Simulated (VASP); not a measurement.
# Hf (P6_3/mmc) in VASP: notebook

The runs below take Hf through single point, with PBE.

Program: VASP 6.6.1. These are calculated values, not measurements. Logs are shortened: lines on timing, memory, paths and dates and some standing lists are left out, and cuts for length are marked.

### 1 The cell of the first run

It takes space group P6_3/mmc (No. 194, hexagonal). Conventional cell: a = 3.095 Å, b = 3.095 Å, c = 5.202 Å, α = 90.00°, β = 90.00°, γ = 120.00°. Within 4.1 Å of Hf (site symmetry -6m2) lie 12 Hf at 3.10 to 3.16 Å.

### 2 Single point, PBE

INCAR

```
SYSTEM = Hf
ALGO = Normal
EDIFF = 1E-6
ENCUT = 520
GGA = PE
ISIF = 2
ISMEAR = 0
LASPH = .True.
LCHARG = .True.
LELF = .True.
LREAL = .False.
LVHAR = .True.
LWAVE = .False.
NBANDS = 17
NELM = 60
PREC = Accurate
SIGMA = 0.1
```

KPOINTS

```
k-points
0
Gamma
  12 12 7
  0 0 0
```

POSCAR

```
Hf
1.0
    3.0950015819      0.0000000000      0.0000000000
   -1.5475007910      2.6803499947      0.0000000000
    0.0000000000      0.0000000000      5.2020928905
Hf
2
Direct
    0.6666666667      0.3333333333      0.2500000000
    0.3333333333      0.6666666667      0.7500000000
```

Potentials or basis: VASP PAW PBE potentials, release 64 (Hf_pv).

The run is started by

```bash
> cat potpaw_PBE.64/Hf_pv/POTCAR > POTCAR
> mpirun -np 1 vasp_std > vasp.out
```

OUTCAR:

```text
SYSTEM = Hf
   EDIFF = 1E-6
   ENCUT = 520
   GGA = PE
   ISIF = 2
   ISMEAR = 0
   LASPH = .True.
   LREAL = .False.
   NELM = 60
   PREC = Accurate

 ion  position               nearest neighbor table
   1  0.667  0.333  0.250-   2 3.16   2 3.16   2 3.16   2 3.16   2 3.16   2 3.16
   2  0.333  0.667  0.750-   1 3.16   1 3.16   1 3.16   1 3.16   1 3.16   1 3.16

  LATTYP: Found a hexagonal cell.
 ALAT       =     3.0950015819
 C/A-ratio  =     1.6808045983

  Lattice vectors:

 A1 = (   3.0950015819,   0.0000000000,   0.0000000000)
 A2 = (  -1.5475007910,   2.6803499947,   0.0000000000)
 A3 = (   0.0000000000,   0.0000000000,   5.2020928905)

Analysis of symmetry for initial positions (statically):
=====================================================================
 Subroutine PRICEL returns:
 Original cell was already a primitive cell.

 Routine SETGRP: Setting up the symmetry group for a
 hexagonal supercell.

 Subroutine GETGRP returns: Found 24 space group operations
 (whereof 12 operations were pure point group operations)
 out of a pool of 24 trial point group operations.

The static configuration has the point symmetry D_3d.
 The point group associated with its full space group is D_6h.

Analysis of symmetry for dynamics (positions and initial velocities):
=====================================================================
 Subroutine PRICEL returns:
 Original cell was already a primitive cell.

 Routine SETGRP: Setting up the symmetry group for a
 hexagonal supercell.

 Subroutine GETGRP returns: Found 24 space group operations
 (whereof 12 operations were pure point group operations)
 out of a pool of 24 trial point group operations.

The dynamic configuration has the point symmetry D_3d.
 The point group associated with its full space group is D_6h.

 Subroutine INISYM returns: Found 24 space group operations
 (whereof 12 operations are pure point group operations),
 and found     1 'primitive' translations

----------------------------------------------------------------------------------------

                                     Primitive cell

  volume of cell :      43.1549

  direct lattice vectors                    reciprocal lattice vectors
     3.095001582  0.000000000  0.000000000     0.323101612  0.186542803  0.000000000
    -1.547500791  2.680349995  0.000000000     0.000000000  0.373085605  0.000000000
     0.000000000  0.000000000  5.202092891     0.000000000  0.000000000  0.192230324

[... 76 lines left out ...]
   ICHARG =      2    charge: 1-file 2-atom 10-const
   ISPIN  =      1    spin polarized calculation?
   LNONCOLLINEAR =      F non collinear calculations
   LSORBIT =      F    spin-orbit coupling
   LASPH  =      T    aspherical Exc in radial PAW
   ENCUT  =  520.0 eV  38.22 Ry    6.18 a.u.   5.75  5.75  9.67*2*pi/ulx,y,z
   NELM   =     60;   NELMIN=  2; NELMDL= -5     # of ELM steps
   EDIFF  = 0.1E-05   stopping-criterion for ELM
   LREAL  =      F    real-space projection
   EDIFFG = 0.1E-04   stopping-criterion for IOM
   NSW    =      0    number of steps for IOM
   IBRION =     -1    ionic relax: 0-MD 1-quasi-New 2-CG
   NFREE  =      0    steps in history (QN), initial steepest desc. (CG)
   ISIF   =      2    stress and relaxation
   ISYM   =      2    0-nonsym 1-usesym 2-fastsym
   POTIM  = 0.5000    time-step for ionic-motion
   TEBEG  =    0.0;   TEEND  =   0.0 temperature during run
   PSTRESS=    0.0 pullay stress
   NELECT =      20.0000    total number of electrons
   NUPDOWN=      -1.0000    fix difference up-down
   EMIN   =  10.00;   EMAX   =-10.00  energy-range for DOS
   EFERMI =   0.00;   METHOD = LEGACY
   ISMEAR =     0;   SIGMA  =   0.10  broadening in eV -4-tet -1-fermi 0-gaus
   EFERMI_NEDOS =   21; number of points for ismear=-14 and -15
   IALGO  =     38    algorithm
   IMIX   =      4    mixing-type and parameters
     AMIX     =   0.40;   BMIX     =  1.00
     AMIX_MAG =   1.60;   BMIX_MAG =  1.00
  volume/ion in A,a.u.               =      21.58       145.61
  Fermi-wavevector in a.u.,A,eV,Ry     =   1.266897  2.394088 21.837734  1.605028
  Thomas-Fermi vector in A             =   2.400074
   LORBIT       =      0    0 simple, 1 ext, 2 COOP (PROOUT), +10 PAW based schemes
   GGA     = PE    functional components
   LHFCALC =     F    Hartree Fock is set to
   AEXX    =    0.0000 exact exchange contribution
   IVDW    =     0    specifies the selected vdW correction
   LEPSILON=     F    determine dielectric tensor
   LRPA    =     F    only Hartree local field effects (RPA)
 non-spin polarized calculation
 Gauss-broadening in eV      SIGMA  =   0.10
  energy-cutoff  :      520.00
  volume of cell :       43.15
 maximum number of plane-waves:      1178
 NGX is ok and might be reduce to    24
   NGX = 11   NGY = 11   NGZ = 19

 number of electron      19.9999998 magnetization

 Free energy of the ion-electron system (eV)
  ---------------------------------------------------
  ext. energy  EPLUGINS =         0.00000000
  ---------------------------------------------------
  free energy    TOTEN  =       -19.78601805 eV

  energy without entropy =      -19.77809675  energy(sigma->0) =      -19.78205740

 E-fermi :   5.1496     XC(G=0): -11.4476

 val. band max:        5.1264687490   @ k =   0.3333   0.2500   0.4286
 cond. band min:       5.1505064804   @ k =   0.3333   0.3333   0.2857
 fundamental gap:      0.0240377314
 Fermi energy:         5.1496109518

 k-point     1 :       0.0000    0.0000    0.0000
  band No.  band energies     occupation
      1     -25.7952      2.00000
      2     -24.9615      2.00000
      3     -24.9615      2.00000
      4     -24.9409      2.00000
      5     -24.8586      2.00000
      6     -24.8586      2.00000
[... 457 lines left out ...]
      4     -25.1191      2.00000
      5     -25.0479      2.00000
      6     -24.9709      2.00000
[... 9 lines left out ...]
     16      10.1037      0.00000
     17      11.4410      0.00000

 [... further k-points ...]
[... 5 lines left out ...]
  --------------------------------------------------------------------------------------
  -------------------------------------------------------------------------------------
  Total        1.9120989      1.9120989     -0.1366018     -0.0000000     -0.0000000      0.0000000
  in kB       70.9889004     70.9889004     -5.0715020     -0.0000000     -0.0000000      0.0000000
  external PRESSURE =      45.6354330 kB  Pullay stress =       0.0000000 kB

 VOLUME and BASIS-vectors are now :
 -----------------------------------------------------------------------------
  energy-cutoff  :      520.00
  volume of cell :       43.15
      direct lattice vectors                 reciprocal lattice vectors
     3.095001582  0.000000000  0.000000000     0.323101612  0.186542803  0.000000000
    -1.547500791  2.680349995  0.000000000     0.000000000  0.373085605  0.000000000
     0.000000000  0.000000000  5.202092891     0.000000000  0.000000000  0.192230324

 POSITION                                       TOTAL-FORCE (eV/Angst)
 -----------------------------------------------------------------------------------
      1.54750      0.89345      1.30052         0.000000     -0.000000      0.000000
     -0.00000      1.78690      3.90157        -0.000000      0.000000      0.000000
 -----------------------------------------------------------------------------------
    total drift:                               -0.000000      0.000000     -0.000000

  FREE ENERGIE OF THE ION-ELECTRON SYSTEM (eV)
  ---------------------------------------------------
  free  energy   TOTEN  =       -19.7860180520 eV

  energy  without entropy=      -19.7780967517  energy(sigma->0) =      -19.78205740
```

OSZICAR:

```text
N       E                     dE             d eps       ncg     rms          rms(c)
DAV:   1     0.489427328128E+02    0.48943E+02   -0.11526E+04  2592   0.113E+03
DAV:   2    -0.187043087576E+02   -0.67647E+02   -0.65907E+02  3353   0.246E+02
DAV:   3    -0.204336990744E+02   -0.17294E+01   -0.17165E+01  3383   0.265E+01
DAV:   4    -0.204468265730E+02   -0.13127E-01   -0.13108E-01  3201   0.277E+00
DAV:   5    -0.204469535802E+02   -0.12701E-03   -0.12699E-03  3417   0.242E-01    0.664E+01
DAV:   6    -0.199645940123E+02    0.48236E+00   -0.43685E-01  3033   0.434E+00    0.395E+01
DAV:   7    -0.197954659753E+02    0.16913E+00   -0.75096E-01  3074   0.546E+00    0.184E+00
DAV:   8    -0.197859044919E+02    0.95615E-02   -0.47223E-02  3001   0.144E+00    0.440E-01
DAV:   9    -0.197860271360E+02   -0.12264E-03   -0.11361E-03  3516   0.237E-01    0.192E-01
DAV:  10    -0.197860135207E+02    0.13615E-04   -0.49840E-05  2969   0.487E-02    0.201E-01
DAV:  11    -0.197860180620E+02   -0.45413E-05   -0.50940E-06  3253   0.168E-02    0.508E-03
DAV:  12    -0.197860180520E+02    0.99594E-08   -0.30578E-07  1571   0.391E-03
   1 F= -.19786018E+02 E0= -.19782057E+02  d E =-.792130E-02
```

stdout:

```text
POSCAR found type information on POSCAR Hf
 POSCAR found :  1 types and       2 ions
 scaLAPACK will be used
 LDA part: xc-table for (Slater+PW92), standard interpolation
 POSCAR, INCAR and KPOINTS ok, starting setup
 FFT: planning ... GRIDC
 FFT: planning ... GRID_SOFT
 FFT: planning ... GRID
 WAVECAR not read
 entering main loop
```

It took 34 s on 1 thread of Intel Xeon Platinum 8259CL at 2.50GHz (Skylake/Cascade Lake), shared host; peak memory 0.18 GiB.

What came out:

| Item | Value |
| --- | --- |
| Free energy | -19.7860 eV |
| Pressure | 4.6 GPa |
| Band gap on the k mesh | zero (band 10 reaches 6.05 eV, above the bottom of band 11 at 4.87 eV) |

Levels at points of the mesh, in eV from the Fermi level:
| k point | band 8 | band 9 | band 10 | band 11 | band 12 | band 13 |
| --- | --- | --- | --- | --- | --- | --- |
| (0.00, 0.00, 0.00) | -3.96 | 0.30 | 0.90 | 1.34 | 1.34 | 2.04 |
| (0.50, 0.00, 0.00) | -2.87 | -2.41 | -0.48 | 0.59 | 1.24 | 1.43 |

Caveat: spin-orbit coupling is left out, which moves the levels of the heavy elements.

### 3 Single point, PBE

This run uses another cell than the first one, of 21.92 Å³/atom, 1.016 times its volume.

INCAR

```
PREC     = Accurate       # precision mode
ENCUT    = 520            # plane-wave cutoff, eV
EDIFF    = 1E-6           # SCF threshold, eV
ISMEAR   = 0              # smearing method
SIGMA    = 0.1            # smearing width, eV
LREAL    = F              # projectors in reciprocal space
LASPH    = T              # aspherical terms in the spheres
NELM     = 60             # most SCF steps
ALGO     = Normal         # electronic algorithm
ISIF     = 2              # what is computed and relaxed
LWAVE    = F              # write WAVECAR
LCHARG   = F              # write CHGCAR
GGA      = PE             # functional
NBANDS   = 17             # bands
```

KPOINTS

```
Automatic mesh
0
Gamma
  12 12 7
```

Edit POSCAR of step 2 so:

```diff
@@ -4,3 +4,3 @@
    -1.5475007910      2.6803499947      0.0000000000
-    0.0000000000      0.0000000000      5.2020928905
+    0.0000000000      0.0000000000      5.2846327991
 Hf
```

Potentials or basis: VASP PAW PBE potentials, release 64 (Hf_pv).

The run is started by

```bash
> cat potpaw_PBE.64/Hf_pv/POTCAR > POTCAR
> mpirun -np 1 vasp_std > vasp.out
```

OUTCAR:

```text
PREC = Accurate
   ENCUT = 520
   EDIFF = 1E-6
   ISMEAR = 0
   LREAL = F
   LASPH = T
   NELM = 60
   ISIF = 2
   GGA = PE

 ion  position               nearest neighbor table
   1  0.667  0.333  0.250-   2 3.19   2 3.19   2 3.19   2 3.19   2 3.19   2 3.19
   2  0.333  0.667  0.750-   1 3.19   1 3.19   1 3.19   1 3.19   1 3.19   1 3.19

  LATTYP: Found a hexagonal cell.
 ALAT       =     3.0950015819
 C/A-ratio  =     1.7074733758

  Lattice vectors:

 A1 = (   3.0950015819,   0.0000000000,   0.0000000000)
 A2 = (  -1.5475007910,   2.6803499947,   0.0000000000)
 A3 = (   0.0000000000,   0.0000000000,   5.2846327991)

Analysis of symmetry for initial positions (statically):
=====================================================================
 Subroutine PRICEL returns:
 Original cell was already a primitive cell.

 Routine SETGRP: Setting up the symmetry group for a
 hexagonal supercell.

 Subroutine GETGRP returns: Found 24 space group operations
 (whereof 12 operations were pure point group operations)
 out of a pool of 24 trial point group operations.

The static configuration has the point symmetry D_3d.
 The point group associated with its full space group is D_6h.

Analysis of symmetry for dynamics (positions and initial velocities):
=====================================================================
 Subroutine PRICEL returns:
 Original cell was already a primitive cell.

 Routine SETGRP: Setting up the symmetry group for a
 hexagonal supercell.

 Subroutine GETGRP returns: Found 24 space group operations
 (whereof 12 operations were pure point group operations)
 out of a pool of 24 trial point group operations.

[... 107 lines left out ...]
   ISIF   =      2    stress and relaxation
   ISYM   =      2    0-nonsym 1-usesym 2-fastsym
   POTIM  = 0.5000    time-step for ionic-motion
   TEBEG  =    0.0;   TEEND  =   0.0 temperature during run
   PSTRESS=    0.0 pullay stress
   NELECT =      20.0000    total number of electrons
   NUPDOWN=      -1.0000    fix difference up-down
   EMIN   =  10.00;   EMAX   =-10.00  energy-range for DOS
   EFERMI =   0.00;   METHOD = LEGACY
   ISMEAR =     0;   SIGMA  =   0.10  broadening in eV -4-tet -1-fermi 0-gaus
   EFERMI_NEDOS =   21; number of points for ismear=-14 and -15
   IALGO  =     38    algorithm
   IMIX   =      4    mixing-type and parameters
     AMIX     =   0.40;   BMIX     =  1.00
     AMIX_MAG =   1.60;   BMIX_MAG =  1.00
  volume/ion in A,a.u.               =      21.92       147.92
  Fermi-wavevector in a.u.,A,eV,Ry     =   1.260267  2.381559 21.609751  1.588272
  Thomas-Fermi vector in A             =   2.393785
   LORBIT       =      0    0 simple, 1 ext, 2 COOP (PROOUT), +10 PAW based schemes
   GGA     = PE    functional components
   LHFCALC =     F    Hartree Fock is set to
   AEXX    =    0.0000 exact exchange contribution
   IVDW    =     0    specifies the selected vdW correction
   LEPSILON=     F    determine dielectric tensor
   LRPA    =     F    only Hartree local field effects (RPA)
 non-spin polarized calculation
 Gauss-broadening in eV      SIGMA  =   0.10
  energy-cutoff  :      520.00
  volume of cell :       43.84
 maximum number of plane-waves:      1192
 NGX is ok and might be reduce to    24
   NGX = 11   NGY = 11   NGZ = 19

 number of electron      19.9999998 magnetization

 Free energy of the ion-electron system (eV)
  ---------------------------------------------------
  ext. energy  EPLUGINS =         0.00000000
  ---------------------------------------------------
  free energy    TOTEN  =       -19.77773095 eV

  energy without entropy =      -19.77061516  energy(sigma->0) =      -19.77417305

 E-fermi :   5.0259     XC(G=0): -11.3741

 val. band max:        5.0232005937   @ k =   0.3333   0.3333   0.2857
 cond. band min:       5.0925072277   @ k =   0.1667   0.1667   0.4286
 fundamental gap:      0.0693066340
 Fermi energy:         5.0259161930

 k-point     1 :       0.0000    0.0000    0.0000
  band No.  band energies     occupation
      1     -25.8998      2.00000
      2     -25.1214      2.00000
      3     -25.1054      2.00000
      4     -25.1054      2.00000
      5     -25.0161      2.00000
      6     -25.0161      2.00000
[... 457 lines left out ...]
      4     -25.2600      2.00000
      5     -25.2130      2.00000
      6     -25.1304      2.00000
[... 9 lines left out ...]
     16       9.9793      0.00000
     17      11.1788      0.00000

 [... further k-points ...]
[... 5 lines left out ...]
  --------------------------------------------------------------------------------------
  -------------------------------------------------------------------------------------
  Total        1.5734912      1.5734912     -0.9307567     -0.0000000      0.0000000      0.0000000
  in kB       57.5052763     57.5052763    -34.0157106     -0.0000000      0.0000000      0.0000000
  external PRESSURE =      26.9982807 kB  Pullay stress =       0.0000000 kB

 VOLUME and BASIS-vectors are now :
 -----------------------------------------------------------------------------
  energy-cutoff  :      520.00
  volume of cell :       43.84
      direct lattice vectors                 reciprocal lattice vectors
     3.095001582  0.000000000  0.000000000     0.323101612  0.186542803  0.000000000
    -1.547500791  2.680349995  0.000000000     0.000000000  0.373085605  0.000000000
     0.000000000  0.000000000  5.284632799     0.000000000  0.000000000  0.189227906

 POSITION                                       TOTAL-FORCE (eV/Angst)
 -----------------------------------------------------------------------------------
      1.54750      0.89345      1.32116        -0.000000      0.000000      0.000000
     -0.00000      1.78690      3.96347         0.000000      0.000000      0.000000
 -----------------------------------------------------------------------------------
    total drift:                               -0.000000      0.000000     -0.000000

  FREE ENERGIE OF THE ION-ELECTRON SYSTEM (eV)
  ---------------------------------------------------
  free  energy   TOTEN  =       -19.7777309452 eV

  energy  without entropy=      -19.7706151576  energy(sigma->0) =      -19.77417305
```

stdout:

```text
POSCAR found type information on POSCAR Hf
 POSCAR found :  1 types and       2 ions
 scaLAPACK will be used
 LDA part: xc-table for (Slater+PW92), standard interpolation
 POSCAR, INCAR and KPOINTS ok, starting setup
 FFT: planning ... GRIDC
 FFT: planning ... GRID_SOFT
 FFT: planning ... GRID
 WAVECAR not read
 entering main loop
```

Wall time 33 s (1 thread of Intel Xeon Platinum 8259CL at 2.50GHz (Skylake/Cascade Lake), shared host); peak memory 0.19 GiB.

What came out:

- Free energy: -19.7777 eV
- Pressure: 2.7 GPa
- Band gap on the k mesh: zero (band 10 reaches 5.79 eV, above the bottom of band 11 at 4.74 eV)

Caveat: spin-orbit coupling is left out, which moves the levels of the heavy elements.
